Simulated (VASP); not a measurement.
# Al (P-1) in VASP: settings compared, part 2 of 2

VASP 6.6.1. The steps go on from the part before.

### Step 3. Single point, PBE-based screened hybrid with 25 % exact exchange

POSCAR reads:

```
Al
1.0
   -1.5759003900      1.6569236100      1.6579838500
    1.4794763400     -1.5976414500      1.5022776300
    1.6144548200      1.6361958800     -1.5987016800
Al
1
Direct
    0.0000000000      0.0000000000      0.0000000000
```

INCAR.step1 reads:

```
PREC = Accurate
ENCUT = 520
EDIFF = 1E-5
ISMEAR = -1
SIGMA = 0.05
LREAL = False
LASPH = True
NELM = 80
ALGO = Normal
ISIF = 2
LWAVE = True
LCHARG = False
NBANDS = 8
GGA = PE
```

INCAR.step2 reads:

```
PREC = Accurate
ENCUT = 520
EDIFF = 1E-6
ISMEAR = -1
SIGMA = 0.05
LREAL = False
LASPH = True
NELM = 80
ALGO = Normal
ISIF = 2
LWAVE = False
LCHARG = False
GGA = PE
LHFCALC = True
AEXX = 0.25
HFSCREEN = 0.3
PRECFOCK = Normal
NBANDS = 8
ISTART = 1
```

KPOINTS reads:

```
regular mesh
0
Gamma
  6 6 6
```

Potentials or basis: VASP PAW PBE potentials, release 64 (Al).

Launch:

```console
> cat potpaw_PBE.64/Al/POTCAR > POTCAR
> cp INCAR.step1 INCAR
> mpirun -np 1 vasp_std > vasp.out
> cp INCAR.step2 INCAR
> mpirun -np 1 vasp_std > vasp.out
```

OUTCAR:

```text
PREC = Accurate
   ENCUT = 520
   EDIFF = 1E-6
   ISMEAR = -1
   LREAL = False
   LASPH = True
   NELM = 80
   ISIF = 2
   GGA = PE
   LHFCALC = True
   AEXX = 0.25
   HFSCREEN = 0.3
   PRECFOCK = Normal
   ISTART = 1

 ion  position               nearest neighbor table
   1  0.000  0.000  0.000-

  LATTYP: Found a triclinic cell.
 ALAT       =     2.6454010133
 B/A-ratio  =     1.6944159200
 C/A-ratio  =     1.0676998823
 COS(alpha) =     0.0003266186
 COS(beta)  =     0.3329699808
 COS(gamma) =     0.8117332543

  Lattice vectors:

 A1 = (   1.4794763400,  -1.5976414500,   1.5022776300)
 A2 = (  -0.1349784800,  -3.2338373300,   3.1009793100)
 A3 = (   1.5759003900,  -1.6569236100,  -1.6579838500)

Analysis of symmetry for initial positions (statically):
=====================================================================
 Subroutine PRICEL returns:
 Original cell was already a primitive cell.

 Routine SETGRP: Setting up the symmetry group for a
 triclinic supercell.

 Subroutine GETGRP returns: Found  2 space group operations
 (whereof  2 operations were pure point group operations)
 out of a pool of  2 trial point group operations.

The static configuration has the point symmetry S_2 .

Analysis of symmetry for dynamics (positions and initial velocities):
=====================================================================
 Subroutine PRICEL returns:
 Original cell was already a primitive cell.

 Routine SETGRP: Setting up the symmetry group for a
 triclinic supercell.

 Subroutine GETGRP returns: Found  2 space group operations
 (whereof  2 operations were pure point group operations)
 out of a pool of  2 trial point group operations.

The dynamic configuration has the point symmetry S_2 .

 Subroutine INISYM returns: Found  2 space group operations
 (whereof  2 operations are pure point group operations),
 and found     1 'primitive' translations

----------------------------------------------------------------------------------------

                                     Primitive cell

  volume of cell :      16.0761

  direct lattice vectors                    reciprocal lattice vectors
    -1.575900390  1.656923610  1.657983850     0.005979769  0.297994469  0.311021997
     1.479476340 -1.597641450  1.502277630     0.333519928 -0.009787513  0.326789278
     1.614454820  1.636195880 -1.598701680     0.319605524  0.299847346  0.004126893

  length of vectors
     2.824494350  2.645401013  2.799901496     0.430779693  0.467035941  0.438261512

  position of ions in fractional coordinates (direct lattice)
     0.000000000  0.000000000  0.000000000

  ion indices of the primitive-cell ions
   primitive index   ion index
                 1           1

----------------------------------------------------------------------------------------

 KPOINTS: regular mesh
[... 27 lines left out ...]
  0.333333  0.000000  0.000000      2.000000
  0.500000 -0.000000  0.000000      1.000000
 -0.000000  0.166667  0.000000      2.000000
  0.166667  0.166667  0.000000      2.000000
[... 16 lines left out ...]
  0.333333 -0.000000  0.166667      2.000000
  0.500000  0.000000  0.166667      2.000000
 [... further k-points ...]
   k-points           NKPTS =    112   k-points in BZ     NKDIM =    216   number of bands    NBANDS=      8
   number of dos      NEDOS =    301   number of ions     NIONS =      1
   total plane-waves  NPLWV =  11520
   dimension x,y,z NGX =    24 NGY =   20 NGZ =   24
   dimension x,y,z NGXF=    48 NGYF=   40 NGZF=   48
   ions per type =               1
   NGX,Y,Z   is equivalent  to a cutoff of  14.13, 12.57, 14.25 a.u.
   NGXF,Y,Z  is equivalent  to a cutoff of  28.25, 25.14, 28.50 a.u.
 SYSTEM =  unknown system
   PREC   = accura    normal or accurate (medium, high low for compatibility)
   ISTART =      1    job   : 0-new  1-cont  2-samecut
   ICHARG =      0    charge: 1-file 2-atom 10-const
   ISPIN  =      1    spin polarized calculation?
   LNONCOLLINEAR =      F non collinear calculations
   LSORBIT =      F    spin-orbit coupling
   LASPH  =      T    aspherical Exc in radial PAW
   ENCUT  =  520.0 eV  38.22 Ry    6.18 a.u.   5.25  4.92  5.21*2*pi/ulx,y,z
   NELM   =     80;   NELMIN=  2; NELMDL=  0     # of ELM steps
   EDIFF  = 0.1E-05   stopping-criterion for ELM
   LREAL  =      F    real-space projection
   EDIFFG = 0.1E-04   stopping-criterion for IOM
   NSW    =      0    number of steps for IOM
   IBRION =     -1    ionic relax: 0-MD 1-quasi-New 2-CG
   NFREE  =      0    steps in history (QN), initial steepest desc. (CG)
   ISIF   =      2    stress and relaxation
   ISYM   =      3    0-nonsym 1-usesym 2-fastsym
   POTIM  = 0.5000    time-step for ionic-motion
   TEBEG  =    0.0;   TEEND  =   0.0 temperature during run
   PSTRESS=    0.0 pullay stress
   NELECT =       3.0000    total number of electrons
   NUPDOWN=      -1.0000    fix difference up-down
   EMIN   =  10.00;   EMAX   =-10.00  energy-range for DOS
   EFERMI =   0.00;   METHOD = LEGACY
   ISMEAR =    -1;   SIGMA  =   0.05  broadening in eV -4-tet -1-fermi 0-gaus
   EFERMI_NEDOS =   21; number of points for ismear=-14 and -15
   IALGO  =     38    algorithm
   IMIX   =      1    mixing-type and parameters
     AMIX     =   0.40;   BMIX     =  1.00
     AMIX_MAG =   1.60;   BMIX_MAG =  1.00
  volume/ion in A,a.u.               =      16.08       108.49
  Fermi-wavevector in a.u.,A,eV,Ry     =   0.935523  1.767883 11.907874  0.875204
  Thomas-Fermi vector in A             =   2.062440
   LORBIT       =      0    0 simple, 1 ext, 2 COOP (PROOUT), +10 PAW based schemes
   GGA     = PE    functional components
   LHFCALC =     T    Hartree Fock is set to
   PRECFOCK=normal    Normal, Fast or Accurate (Low or Medium for compatibility)
   ENCUT4O =  -1.0   cutoff for four orbital integrals eV
   NKREDX  =     1    reduce k-point grid by
   NKREDY  =     1    reduce k-point grid by
   NKREDZ  =     1    reduce k-point grid by
   AEXX    =    0.2500 exact exchange contribution
   HFSCREEN=    0.3000 screening length (either q_TF or 0.3 A-1)
   HFSCREENC=   0.3000 screening length for correlation (either q_TF or 0.3 A-1)
   ENCUTFOCK=  -1.0 apply spherical cutoff to Coloumb kernel
   IVDW    =     0    specifies the selected vdW correction
   LEPSILON=     F    determine dielectric tensor
   LRPA    =     F    only Hartree local field effects (RPA)
 non-spin polarized calculation
  energy-cutoff  :      520.00
  volume of cell :       16.08
 maximum number of plane-waves:       444
 NGX is ok and might be reduce to    24
  NGX = 16; NGY = 16; NGZ = 16

 number of electron       3.0000000 magnetization

 Free energy of the ion-electron system (eV)
  ---------------------------------------------------
  ext. energy  EPLUGINS =         0.00000000
  ---------------------------------------------------
  free energy    TOTEN  =        -3.91538860 eV

  energy without entropy =       -3.91234365  energy(sigma->0) =       -3.91386613

 E-fermi :   8.1135     XC(G=0):  -8.6434

 val. band max:        8.0951945608   @ k =   0.0000   0.5000   0.1667
 cond. band min:       8.1188683610   @ k =  -0.3333   0.5000   0.1667
 fundamental gap:      0.0236738002
 Fermi energy:         8.1135287308

 k-point     1 :       0.0000    0.0000    0.0000
  band No.  band energies     occupation
      1      -4.4095      2.00000
      2      21.7120      0.00000
      3      22.5842      0.00000
      4      23.1050      0.00000
      5      23.2382      0.00000
      6      23.7741      0.00000
      7      25.3238      0.00000
      8      25.3373      0.00000
[... 243 lines left out ...]
 k-point    24 :       0.5000    0.0000    0.1667
  band No.  band energies     occupation
      1       1.5529      2.00000
      2       6.4239      2.00000
      3      11.8624      0.00000
      4      18.5795      0.00000
      5      24.2706      0.00000
      6      24.7128      0.00000
      7      27.1216      0.00000
      8      31.0821      0.00000

 [... further k-points ...]

------------------------ aborting loop because EDIFF is reached ----------------------------------------

  FORCE on cell =-STRESS in cart. coord.  units (eV):
  Direction    XX          YY          ZZ          XY          YZ          ZX
  --------------------------------------------------------------------------------------
  -------------------------------------------------------------------------------------
  Total        0.3866694      0.9075147      0.0371935     -0.2741840     -0.4378773      0.5974992
  in kB       38.5361786     90.4445626      3.7067749    -27.3256777    -43.6396479     59.5478542
  external PRESSURE =      44.2291720 kB  Pullay stress =       0.0000000 kB

 VOLUME and BASIS-vectors are now :
 -----------------------------------------------------------------------------
  energy-cutoff  :      520.00
  volume of cell :       16.08
      direct lattice vectors                 reciprocal lattice vectors
    -1.575900390  1.656923610  1.657983850     0.005979769  0.297994469  0.311021997
     1.479476340 -1.597641450  1.502277630     0.333519928 -0.009787513  0.326789278
     1.614454820  1.636195880 -1.598701680     0.319605524  0.299847346  0.004126893

 POSITION                                       TOTAL-FORCE (eV/Angst)
 -----------------------------------------------------------------------------------
      0.00000      0.00000      0.00000         0.000000      0.000000     -0.000000
 -----------------------------------------------------------------------------------
    total drift:                               -0.000001     -0.000001      0.000003

  FREE ENERGIE OF THE ION-ELECTRON SYSTEM (eV)
  ---------------------------------------------------
  free  energy   TOTEN  =        -3.9153886032 eV

  energy  without entropy=       -3.9123436499  energy(sigma->0) =       -3.91386613
```

OSZICAR.step1:

```text
N       E                     dE             d eps       ncg     rms          rms(c)
DAV:   1    -0.222356695434E+01   -0.22236E+01   -0.81163E+02  1800   0.200E+02
DAV:   2    -0.366848904961E+01   -0.14449E+01   -0.13708E+01  2576   0.189E+01
DAV:   3    -0.367483344197E+01   -0.63444E-02   -0.63408E-02  2192   0.141E+00
DAV:   4    -0.367485057009E+01   -0.17128E-04   -0.17128E-04  2664   0.673E-02
DAV:   5    -0.367485060991E+01   -0.39824E-07   -0.39023E-07  2168   0.200E-03    0.129E+00
DAV:   6    -0.366078398214E+01    0.14067E-01   -0.16755E-03  2048   0.186E-01    0.746E-01
DAV:   7    -0.365095934470E+01    0.98246E-02   -0.50174E-03  1992   0.302E-01    0.144E-01
DAV:   8    -0.365095382204E+01    0.55227E-05   -0.20995E-05  2568   0.306E-02
   1 F= -.36509538E+01 E0= -.36492406E+01  d E =-.342648E-02
```

Wall time 7.9 min (1 thread of AMD EPYC 7R43 (Zen 3), shared host); peak memory 0.2 GiB.

Results:

```yaml
Free_energy: -3.9154 eV
Pressure: 4.4 GPa
Band_gap_on_the_k_mesh: zero (an odd number of electrons rules out a gap without spin polarisation)
```

Caveat: the k points lie up to 0.47 Å⁻¹ apart, too coarse for converged energies and pressures of a metal; the PAW data sets were made with another functional, which shifts forces and pressure a little.
